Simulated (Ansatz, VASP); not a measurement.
## LiCl in VASP and in Ansatz

```
Li Cl
1.0
     0.00000    2.55604    2.55604
     2.55604    0.00000    2.55604
     2.55604    2.55604    0.00000
Li Cl
1 1
Cartesian
  0.0000 0.0000 0.0000
  2.5560 2.5560 2.5560
```

Alike in both runs: task single point; functional PBE; k mesh 8 × 8 × 8; no spin polarisation.

|  | VASP | Ansatz |
| --- | --- | --- |
| version | VASP 6.6.1 | Ansatz 0.2.0 |
| potentials or method | VASP PAW PBE potentials, release 64 (Li_sv, Cl) | plane waves, PAW |
| plane-wave cutoff (eV) | 750 | 420 |
| occupations | gaussian, width 0.01 eV | fixed |
| valence electrons in the cell | 10 | 10 |

```csv
,VASP,Ansatz,Ansatz less VASP
gap on the k mesh at the Fermi level (eV),6.39,6.39,-0.007
```
